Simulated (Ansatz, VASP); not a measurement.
## Two plane-wave programs on Zn4SeS3

File POSCAR:

```
Zn4SeS3
1.0
    5.5155751000      0.0000000000      0.0000000000
    0.0000000000      5.5155751000      0.0000000000
    0.0000000000      0.0000000000      5.5155751000
Zn Se S
4 1 3
Direct
    0.7436060000      0.7436060000      0.7436060000
    0.7436060000      0.2563940000      0.2563940000
    0.2563940000      0.7436060000      0.2563940000
    0.2563940000      0.2563940000      0.7436060000
    0.0000000000      0.0000000000      0.0000000000
    0.5000000000      0.5000000000      0.0000000000
    0.5000000000      0.0000000000      0.5000000000
    0.0000000000      0.5000000000      0.5000000000
```

File INCAR.step1:

```
SYSTEM = Zn4SeS3
  PREC = Accurate
  ENCUT = 520
  ISMEAR = 0
  SIGMA = 0.02
  LREAL = .False.
  LASPH = .True.
  NELM = 100
  NBANDS = 46
  GGA = PE
  ALGO = Normal
  EDIFF = 1E-4
  LWAVE = .True.
  LCHARG = .False.
```

Contents of INCAR.step2:

```
SYSTEM = Zn4SeS3
  PREC = Accurate
  ENCUT = 520
  EDIFF = 1E-6
  ISMEAR = 0
  SIGMA = 0.02
  LREAL = .False.
  LASPH = .True.
  NELM = 100
  ALGO = Normal
  ISIF = 2
  LWAVE = .False.
  LCHARG = .False.
  METAGGA = R2SCAN
  LMIXTAU = .True.
  NBANDS = 46
  ISTART = 1
```

File KPOINTS:

```
Automatic mesh
0
Gamma
  6 6 6
  0 0 0
```

Input for Ansatz:

```yaml
crystal:
  lattice:
    - [5.5155751, 0.0, 0.0]
    - [0.0, 5.5155751, 0.0]
    - [0.0, 0.0, 5.5155751]
  atoms:
    - { symbol: Zn, position: [0.743606, 0.743606, 0.743606] }
    - { symbol: Zn, position: [0.743606, 0.256394, 0.256394] }
    - { symbol: Zn, position: [0.256394, 0.743606, 0.256394] }
    - { symbol: Zn, position: [0.256394, 0.256394, 0.743606] }
    - { symbol: Se, position: [0.0, 0.0, 0.0] }
    - { symbol: S, position: [0.5, 0.5, 0.0] }
    - { symbol: S, position: [0.5, 0.0, 0.5] }
    - { symbol: S, position: [0.0, 0.5, 0.5] }
basis:
  ecutwfc: 500
kpoints:
  mp_grid: { grid: [6, 6, 6] }
  band_path:
    path:
      - [[0.0, 0.0, 0.0], [0.0, 0.5, 0.0], [0.5, 0.5, 0.0], [0.0, 0.0, 0.0], [0.5, 0.5, 0.5], [0.0, 0.5, 0.0]]
      - [[0.5, 0.5, 0.5], [0.5, 0.5, 0.0]]
    npoints: 14
hamiltonian:
  xc: r2scan
scf:
  occupations: { method: gaussian, width: 0.02 }
  n_extra_bands: 20
output:
  forces: true
  stress: true
  eigenvalues: true
  populations: true
  dos: { projected: true, de: 0.02, nscf_kmesh: { grid: [9, 9, 9] } }
  bader: true
  write_density: true
  write_potential: true
  elf: true
  volumetric_format: npy
```

Alike in both runs: task single point; functional r2SCAN; k mesh 6 × 6 × 6; occupations gaussian, width 0.02 eV; no spin polarisation.

|  | VASP | Ansatz |
| --- | --- | --- |
| version | VASP 6.6.1 | Ansatz 0.2.0 |
| potentials or method | VASP PAW PBE potentials, release 64 (Zn, Se, S), cutoff 520 eV | scalar-relativistic, plane waves, PAW |
| valence electrons in the cell | 72 | 82 |

```csv
,VASP,Ansatz,Ansatz less VASP
gap on the k mesh at the Fermi level (eV),2.28,2.27,-0.005
least direct gap on the mesh (eV),2.28,2.27,-0.005
pressure (GPa),-2.0,-2.2,-0.16
rms of the force components (eV/Å),0.013,0.007,-0.0058
```

VASP's potentials were made for PBE, not for r2SCAN. Atom by atom the forces differ by 0.006 eV/Å (rms over components). The functional is the same, so the differences come from potentials, cutoffs and numerics. VASP's potentials hold 72 valence electrons a cell and Ansatz's 82, so a difference there can come from the potentials and not from the codes.
